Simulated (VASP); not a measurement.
# SnO (Romarchite) (P4/nmm) in VASP: notebook

SnO (Romarchite) is run at these levels: PBE; tasks: single point.

Everything below comes from runs of VASP 6.6.1. Logs are shortened: lines on timing, memory, paths and dates and some standing lists are left out, and cuts for length are marked.

## (1) The cell of the first run

It takes space group P4/nmm (No. 129, tetragonal). Conventional cell: a = 3.849 Å, b = 3.849 Å, c = 4.905 Å, α = 90.00°, β = 90.00°, γ = 90.00°. Sn (site symmetry 4mm) has 4 O at 2.25 Å within 3.0 Å. Within 3.0 Å of O (site symmetry -4m2) lie 4 Sn at 2.25 Å and 4 O at 2.72 Å.

## (2) Single point, PBE

Contents of INCAR:

```
PREC = Accurate
ENCUT = 520
EDIFF = 1E-6
ISMEAR = -1
SIGMA = 0.05
LREAL = False
LASPH = True
NELM = 100
ALGO = Normal
ISIF = 2
LWAVE = False
LCHARG = False
GGA = PE
NBANDS = 28
```

Contents of KPOINTS:

```
Automatic mesh
0
Gamma
  6 6 4
```

Contents of POSCAR:

```
SnO
1.0
    3.8485873114      0.0000000000      0.0000000000
    0.0000000000      3.8485873114      0.0000000000
    0.0000000000      0.0000000000      4.9045020420
Sn O
2 2
Direct
    0.5000000000      0.0000000000      0.2369000000
    0.0000000000      0.5000000000      0.7631000000
    0.0000000000      0.0000000000      0.0000000000
    0.5000000000      0.5000000000      0.0000000000
```

Potentials or basis: VASP PAW PBE potentials, release 64 (Sn_d, O).

The run is started by

```console
$ cat potpaw_PBE.64/Sn_d/POTCAR potpaw_PBE.64/O/POTCAR > POTCAR
$ mpirun -np 1 vasp_std > vasp.out
```

OUTCAR:

```text
PREC = Accurate
   ENCUT = 520
   EDIFF = 1E-6
   ISMEAR = -1
   LREAL = False
   LASPH = True
   NELM = 100
   ISIF = 2
   GGA = PE

 ion  position               nearest neighbor table
   1  0.500  0.000  0.237-   3 2.25   4 2.25   4 2.25   3 2.25   2 3.58   2 3.58   2 3.58   2 3.58
                             2 3.75   2 3.75   2 3.75   2 3.75
   2  0.000  0.500  0.763-   3 2.25   4 2.25   3 2.25   4 2.25   1 3.58   1 3.58   1 3.58   1 3.58
                             1 3.75   1 3.75   1 3.75   1 3.75
   3  0.000  0.000  0.000-   1 2.25   2 2.25   2 2.25   1 2.25
   4  0.500  0.500  0.000-   1 2.25   2 2.25   1 2.25   2 2.25

  LATTYP: Found a simple tetragonal cell.
 ALAT       =     3.8485873114
 C/A-ratio  =     1.2743642394

  Lattice vectors:

 A1 = (   3.8485873114,   0.0000000000,   0.0000000000)
 A2 = (   0.0000000000,   3.8485873114,   0.0000000000)
 A3 = (   0.0000000000,   0.0000000000,   4.9045020420)

Analysis of symmetry for initial positions (statically):
=====================================================================
 Subroutine PRICEL returns:
 Original cell was already a primitive cell.

 Routine SETGRP: Setting up the symmetry group for a
 simple tetragonal supercell.

 Subroutine GETGRP returns: Found 16 space group operations
 (whereof  8 operations were pure point group operations)
 out of a pool of 16 trial point group operations.

The static configuration has the point symmetry D_2d.
 The point group associated with its full space group is D_4h.

Analysis of symmetry for dynamics (positions and initial velocities):
=====================================================================
 Subroutine PRICEL returns:
 Original cell was already a primitive cell.

 Routine SETGRP: Setting up the symmetry group for a
 simple tetragonal supercell.

 Subroutine GETGRP returns: Found 16 space group operations
 (whereof  8 operations were pure point group operations)
 out of a pool of 16 trial point group operations.

The dynamic configuration has the point symmetry D_2d.
 The point group associated with its full space group is D_4h.

 Subroutine INISYM returns: Found 16 space group operations
 (whereof  8 operations are pure point group operations),
 and found     1 'primitive' translations

----------------------------------------------------------------------------------------

                                     Primitive cell

  volume of cell :      72.6436

  direct lattice vectors                    reciprocal lattice vectors
     3.848587311  0.000000000  0.000000000     0.259835602  0.000000000  0.000000000
     0.000000000  3.848587311  0.000000000     0.000000000  0.259835602  0.000000000
     0.000000000  0.000000000  4.904502042     0.000000000  0.000000000  0.203894298

  length of vectors
     3.848587311  3.848587311  4.904502042     0.259835602  0.259835602  0.203894298

  position of ions in fractional coordinates (direct lattice)
     0.500000000  0.000000000  0.236900000
     0.000000000  0.500000000  0.763100000
     0.000000000  0.000000000  0.000000000
     0.500000000  0.500000000  0.000000000

  ion indices of the primitive-cell ions
   primitive index   ion index
                 1           1
                 2           2
                 3           3
                 4           4

----------------------------------------------------------------------------------------

 KPOINTS: Automatic mesh

Automatic generation of k-mesh.
 Grid dimensions read from file:
 generate k-points for:    6    6    4

 Generating k-lattice:

  Cartesian coordinates                     Fractional coordinates (reciprocal lattice)
     0.043305934  0.000000000  0.000000000     0.166666667  0.000000000  0.000000000
     0.000000000  0.043305934  0.000000000     0.000000000  0.166666667  0.000000000
     0.000000000  0.000000000  0.050973574     0.000000000  0.000000000  0.250000000

  Length of vectors
     0.043305934  0.043305934  0.050973574

  Shift w.r.t. Gamma in fractional coordinates (k-lattice)
     0.000000000  0.000000000  0.000000000

 Subroutine IBZKPT returns following result:
 ===========================================

 Found     30 irreducible k-points:

 Following reciprocal coordinates:
            Coordinates               Weight
  0.000000  0.000000  0.000000      1.000000
  0.166667  0.000000  0.000000      4.000000
  0.333333  0.000000  0.000000      4.000000
  0.500000  0.000000  0.000000      2.000000
  0.166667  0.166667  0.000000      4.000000
  0.333333  0.166667  0.000000      8.000000
[... 16 lines left out ...]
  0.333333  0.000000  0.500000      4.000000
  0.500000  0.000000  0.500000      2.000000
 [... further k-points ...]
   k-points           NKPTS =     30   k-points in BZ     NKDIM =     30   number of bands    NBANDS=     28
   number of dos      NEDOS =    301   number of ions     NIONS =      4
   total plane-waves  NPLWV =  32400
   dimension x,y,z NGX =    30 NGY =   30 NGZ =   36
   dimension x,y,z NGXF=    60 NGYF=   60 NGZF=   72
   ions per type =               2   2
   NGX,Y,Z   is equivalent  to a cutoff of  12.96, 12.96, 12.20 a.u.
   NGXF,Y,Z  is equivalent  to a cutoff of  25.92, 25.92, 24.41 a.u.
 SYSTEM =  unknown system
   PREC   = accura    normal or accurate (medium, high low for compatibility)
   ISTART =      0    job   : 0-new  1-cont  2-samecut
   ICHARG =      2    charge: 1-file 2-atom 10-const
   ISPIN  =      1    spin polarized calculation?
   LNONCOLLINEAR =      F non collinear calculations
   LSORBIT =      F    spin-orbit coupling
   LASPH  =      T    aspherical Exc in radial PAW
   ENCUT  =  520.0 eV  38.22 Ry    6.18 a.u.   7.16  7.16  9.12*2*pi/ulx,y,z
   NELM   =    100;   NELMIN=  2; NELMDL= -5     # of ELM steps
   EDIFF  = 0.1E-05   stopping-criterion for ELM
   LREAL  =      F    real-space projection
   EDIFFG = 0.1E-04   stopping-criterion for IOM
   NSW    =      0    number of steps for IOM
   IBRION =     -1    ionic relax: 0-MD 1-quasi-New 2-CG
   NFREE  =      0    steps in history (QN), initial steepest desc. (CG)
   ISIF   =      2    stress and relaxation
   ISYM   =      2    0-nonsym 1-usesym 2-fastsym
   POTIM  = 0.5000    time-step for ionic-motion
   TEBEG  =    0.0;   TEEND  =   0.0 temperature during run
   PSTRESS=    0.0 pullay stress
   NELECT =      40.0000    total number of electrons
   NUPDOWN=      -1.0000    fix difference up-down
   EMIN   =  10.00;   EMAX   =-10.00  energy-range for DOS
   EFERMI =   0.00;   METHOD = LEGACY
   ISMEAR =    -1;   SIGMA  =   0.05  broadening in eV -4-tet -1-fermi 0-gaus
   EFERMI_NEDOS =   21; number of points for ismear=-14 and -15
   IALGO  =     38    algorithm
   IMIX   =      4    mixing-type and parameters
     AMIX     =   0.40;   BMIX     =  1.00
     AMIX_MAG =   1.60;   BMIX_MAG =  1.00
  volume/ion in A,a.u.               =      18.16       122.56
  Fermi-wavevector in a.u.,A,eV,Ry     =   1.341824  2.535680 24.497184  1.800492
  Thomas-Fermi vector in A             =   2.470027
   LORBIT       =      0    0 simple, 1 ext, 2 COOP (PROOUT), +10 PAW based schemes
   GGA     = PE    functional components
   LHFCALC =     F    Hartree Fock is set to
   AEXX    =    0.0000 exact exchange contribution
   IVDW    =     0    specifies the selected vdW correction
   LEPSILON=     F    determine dielectric tensor
   LRPA    =     F    only Hartree local field effects (RPA)
 non-spin polarized calculation
  energy-cutoff  :      520.00
  volume of cell :       72.64
 maximum number of plane-waves:      1992
 NGX is ok and might be reduce to    30
   NGX = 15   NGY = 15   NGZ = 19

 number of electron      40.0000012 magnetization

 Free energy of the ion-electron system (eV)
  ---------------------------------------------------
  ext. energy  EPLUGINS =         0.00000000
  ---------------------------------------------------
  free energy    TOTEN  =       -22.71570460 eV

  energy without entropy =      -22.71463646  energy(sigma->0) =      -22.71517053

 E-fermi :   6.7654     XC(G=0): -10.0688

 val. band max:        6.6600942098   @ k =   0.0000   0.0000   0.0000
 cond. band min:       6.8719753039   @ k =   0.5000   0.5000   0.0000
 fundamental gap:      0.2118810941
 Fermi energy:         6.7654311007

 k-point     1 :       0.0000    0.0000    0.0000
  band No.  band energies     occupation
      1     -15.1926      2.00000
      2     -14.8128      2.00000
      3     -14.8128      2.00000
      4     -14.8125      2.00000
      5     -14.7788      2.00000
      6     -14.7666      2.00000
[... 20 lines left out ...]
     27      13.4289      0.00000
     28      13.8968      0.00000

 k-point     2 :       0.1667    0.0000    0.0000
  band No.  band energies     occupation
      1     -15.1779      2.00000
      2     -14.8215      2.00000
      3     -14.8081      2.00000
      4     -14.8072      2.00000
      5     -14.7807      2.00000
      6     -14.7771      2.00000
[... 20 lines left out ...]
     27      13.7130      0.00000
     28      15.6627      0.00000

 k-point     3 :       0.3333    0.0000    0.0000
  band No.  band energies     occupation
      1     -15.1374      2.00000
      2     -14.9497      2.00000
      3     -14.7948      2.00000
      4     -14.7946      2.00000
      5     -14.7841      2.00000
      6     -14.7768      2.00000
[... 20 lines left out ...]
     27      14.1929      0.00000
     28      16.8919      0.00000

 k-point     4 :       0.5000    0.0000    0.0000
  band No.  band energies     occupation
      1     -15.0655      2.00000
      2     -15.0655      2.00000
      3     -14.7867      2.00000
      4     -14.7867      2.00000
      5     -14.7799      2.00000
      6     -14.7799      2.00000
[... 578 lines left out ...]
     27      14.8114      0.00000
     28      15.9294      0.00000

 k-point    23 :       0.3333    0.0000    0.5000
  band No.  band energies     occupation
      1     -15.1381      2.00000
      2     -14.9729      2.00000
      3     -14.8098      2.00000
      4     -14.8016      2.00000
      5     -14.7796      2.00000
      6     -14.7788      2.00000
[... 20 lines left out ...]
     27      15.0859      0.00000
     28      16.8062      0.00000

 k-point    24 :       0.5000    0.0000    0.5000
  band No.  band energies     occupation
      1     -15.0790      2.00000
      2     -15.0790      2.00000
      3     -14.8132      2.00000
      4     -14.8132      2.00000
      5     -14.7743      2.00000
      6     -14.7743      2.00000
[... 20 lines left out ...]
     27      15.6374      0.00000
     28      15.6374      0.00000

 [... further k-points ...]
[... 5 lines left out ...]
  --------------------------------------------------------------------------------------
  -------------------------------------------------------------------------------------
  Total        0.5710328      0.5710328      0.4753051      0.0000000      0.0000000      0.0000000
  in kB       12.5942995     12.5942995     10.4829967      0.0000000      0.0000000      0.0000000
  external PRESSURE =      11.8905319 kB  Pullay stress =       0.0000000 kB

 VOLUME and BASIS-vectors are now :
 -----------------------------------------------------------------------------
  energy-cutoff  :      520.00
  volume of cell :       72.64
      direct lattice vectors                 reciprocal lattice vectors
     3.848587311  0.000000000  0.000000000     0.259835602  0.000000000  0.000000000
     0.000000000  3.848587311  0.000000000     0.000000000  0.259835602  0.000000000
     0.000000000  0.000000000  4.904502042     0.000000000  0.000000000  0.203894298

 POSITION                                       TOTAL-FORCE (eV/Angst)
 -----------------------------------------------------------------------------------
      1.92429      0.00000      1.16188         0.000000      0.000000      0.047762
      0.00000      1.92429      3.74263         0.000000      0.000000     -0.047762
      0.00000      0.00000      0.00000         0.000000     -0.000000      0.000000
      1.92429      1.92429      0.00000        -0.000000      0.000000      0.000000
 -----------------------------------------------------------------------------------
    total drift:                                0.000000      0.000000      0.000000

  FREE ENERGIE OF THE ION-ELECTRON SYSTEM (eV)
  ---------------------------------------------------
  free  energy   TOTEN  =       -22.7157046038 eV

  energy  without entropy=      -22.7146364574  energy(sigma->0) =      -22.71517053
```

It took 22 s on 1 thread of Intel Xeon 6975P-C (Granite Rapids), shared host; peak memory 0.19 GiB.

What came out:

- Free energy: -22.7157 eV
- Pressure: 1.2 GPa
- Largest force: 0.048 eV/Å
- Band gap on the k mesh: 0.21 eV, indirect (least direct gap 2.03 eV)

Forces in eV/Å, atoms in the order of the input:
```
Sn   0.000  0.000  0.048
Sn   0.000  0.000 -0.048
O    0.000  0.000  0.000
O    0.000  0.000  0.000
```

Stress tensor (GPa, compression positive):
```
1.26 0.00 0.00
0.00 1.26 0.00
0.00 0.00 1.05
```

Caveat: spin-orbit coupling is left out, which moves the levels of the heavy elements.

## (3) Single point, PBE

This run uses another cell than the first one, of 18.68 Å³/atom, 1.029 times its volume.

Contents of INCAR:

```
ALGO     = Normal         # electronic algorithm
EDIFF    = 1E-6           # SCF threshold, eV
ENCUT    = 520            # plane-wave cutoff, eV
GGA      = PE             # functional
ISIF     = 2              # what is computed and relaxed
ISMEAR   = -1             # smearing method
LASPH    = True           # aspherical terms in the spheres
LCHARG   = False          # write CHGCAR
LREAL    = False          # projectors in reciprocal space
LWAVE    = False          # write WAVECAR
NBANDS   = 28             # bands
NELM     = 100            # most SCF steps
PREC     = Accurate       # precision mode
SIGMA    = 0.05           # smearing width, eV
```

Contents of KPOINTS:

```
k-points
0
Gamma
  6 6 4
```

Contents of POSCAR:

```
SnO
1.0
    3.8852427300      0.0000000000      0.0000000000
    0.0000000000      3.8852427300      0.0000000000
    0.0000000000      0.0000000000      4.9512143967
Sn O
2 2
Direct
    0.5000000000      0.0000000000      0.2369000000
    0.0000000000      0.5000000000      0.7631000000
    0.0000000000      0.0000000000      0.0000000000
    0.5000000000      0.5000000000      0.0000000000
```

Potentials or basis: VASP PAW PBE potentials, release 64 (Sn_d, O).

The run is started by

```console
$ cat potpaw_PBE.64/Sn_d/POTCAR potpaw_PBE.64/O/POTCAR > POTCAR
$ mpirun -np 1 vasp_std > vasp.out
```

OUTCAR:

```text
EDIFF = 1E-6
   ENCUT = 520
   GGA = PE
   ISIF = 2
   ISMEAR = -1
   LASPH = True
   LREAL = False
   NELM = 100
   PREC = Accurate

 ion  position               nearest neighbor table
   1  0.500  0.000  0.237-   3 2.27   4 2.27   4 2.27   3 2.27   2 3.61   2 3.61   2 3.61   2 3.61

   2  0.000  0.500  0.763-   3 2.27   4 2.27   3 2.27   4 2.27   1 3.61   1 3.61   1 3.61   1 3.61

   3  0.000  0.000  0.000-   1 2.27   2 2.27   2 2.27   1 2.27
   4  0.500  0.500  0.000-   1 2.27   2 2.27   1 2.27   2 2.27

  LATTYP: Found a simple tetragonal cell.
 ALAT       =     3.8852427300
 C/A-ratio  =     1.2743642395

  Lattice vectors:

 A1 = (   3.8852427300,   0.0000000000,   0.0000000000)
 A2 = (   0.0000000000,   3.8852427300,   0.0000000000)
 A3 = (   0.0000000000,   0.0000000000,   4.9512143967)

Analysis of symmetry for initial positions (statically):
=====================================================================
 Subroutine PRICEL returns:
 Original cell was already a primitive cell.

[... 169 lines left out ...]
  ext. energy  EPLUGINS =         0.00000000
  ---------------------------------------------------
  free energy    TOTEN  =       -22.71702340 eV

  energy without entropy =      -22.71647546  energy(sigma->0) =      -22.71674943

 E-fermi :   6.4013     XC(G=0):  -9.9266

 val. band max:        6.2473062711   @ k =   0.0000   0.0000   0.0000
 cond. band min:       6.5559866542   @ k =   0.5000   0.5000   0.0000
 fundamental gap:      0.3086803831
 Fermi energy:         6.4012769785

 k-point     1 :       0.0000    0.0000    0.0000
  band No.  band energies     occupation
      1     -15.4572      2.00000
      2     -15.1273      2.00000
      3     -15.1262      2.00000
      4     -15.1262      2.00000
      5     -15.1004      2.00000
      6     -15.0854      2.00000
[... 733 lines left out ...]
     27      15.2387      0.00000
     28      15.2387      0.00000

 [... further k-points ...]
[... 5 lines left out ...]
  --------------------------------------------------------------------------------------
  -------------------------------------------------------------------------------------
  Total       -0.6144390     -0.6144390     -0.4658286      0.0000000     -0.0000000      0.0000000
  in kB      -13.1716837    -13.1716837     -9.9859345      0.0000000     -0.0000000      0.0000000
  external PRESSURE =     -12.1097673 kB  Pullay stress =       0.0000000 kB

 VOLUME and BASIS-vectors are now :
 -----------------------------------------------------------------------------
  energy-cutoff  :      520.00
  volume of cell :       74.74
      direct lattice vectors                 reciprocal lattice vectors
     3.885242730  0.000000000  0.000000000     0.257384176  0.000000000  0.000000000
     0.000000000  3.885242730  0.000000000     0.000000000  0.257384176  0.000000000
     0.000000000  0.000000000  4.951214397     0.000000000  0.000000000  0.201970652

 POSITION                                       TOTAL-FORCE (eV/Angst)
 -----------------------------------------------------------------------------------
      1.94262      0.00000      1.17294         0.000000      0.000000     -0.316363
      0.00000      1.94262      3.77827        -0.000000      0.000000      0.316363
      0.00000      0.00000      0.00000        -0.000000      0.000000      0.000000
      1.94262      1.94262      0.00000         0.000000     -0.000000      0.000000
 -----------------------------------------------------------------------------------
    total drift:                                0.000000      0.000000     -0.000000

  FREE ENERGIE OF THE ION-ELECTRON SYSTEM (eV)
  ---------------------------------------------------
  free  energy   TOTEN  =       -22.7170233975 eV

  energy  without entropy=      -22.7164754592  energy(sigma->0) =      -22.71674943
```

OSZICAR:

```text
N       E                     dE             d eps       ncg     rms          rms(c)
DAV:   1     0.416074626707E+03    0.41607E+03   -0.19972E+04  1732   0.215E+03
DAV:   2     0.363545182685E+02   -0.37972E+03   -0.36574E+03  1752   0.529E+02
DAV:   3    -0.234716452645E+02   -0.59826E+02   -0.58467E+02  1920   0.178E+02
DAV:   4    -0.264699101802E+02   -0.29983E+01   -0.29822E+01  1924   0.424E+01
DAV:   5    -0.265405819639E+02   -0.70672E-01   -0.70661E-01  1816   0.701E+00    0.117E+01
DAV:   6    -0.227917961239E+02    0.37488E+01   -0.18336E+01  2696   0.462E+01    0.520E+00
DAV:   7    -0.227383451694E+02    0.53451E-01   -0.23008E+00  1996   0.886E+00    0.249E+00
DAV:   8    -0.227228297791E+02    0.15515E-01   -0.29980E-01  1960   0.350E+00    0.806E-01
DAV:   9    -0.227160396976E+02    0.67901E-02   -0.44325E-02  2628   0.198E+00    0.250E-01
DAV:  10    -0.227175398269E+02   -0.15001E-02   -0.84248E-03  2292   0.795E-01    0.168E-01
DAV:  11    -0.227169952192E+02    0.54461E-03   -0.29485E-03  2564   0.454E-01    0.237E-02
DAV:  12    -0.227170232949E+02   -0.28076E-04   -0.29606E-04  1740   0.113E-01    0.269E-02
DAV:  13    -0.227170241130E+02   -0.81813E-06   -0.22099E-05  1972   0.341E-02    0.669E-03
DAV:  14    -0.227170233975E+02    0.71549E-06   -0.30021E-06  1596   0.113E-02
   1 F= -.22717023E+02 E0= -.22716749E+02  d E =-.547938E-03
```

Wall time 28 s (1 thread of Intel Xeon 6975P-C (Granite Rapids), shared host); peak memory 0.2 GiB.

Results:

- Free energy: -22.7170 eV
- Pressure: -1.2 GPa
- Largest force: 0.316 eV/Å
- Band gap on the k mesh: 0.31 eV, indirect (least direct gap 2.00 eV)

Forces on the atoms (eV/Å):
```
Sn   0.000  0.000 -0.316
Sn   0.000  0.000  0.316
O    0.000  0.000  0.000
O    0.000  0.000  0.000
```

Caveat: spin-orbit coupling is left out, which moves the levels of the heavy elements.
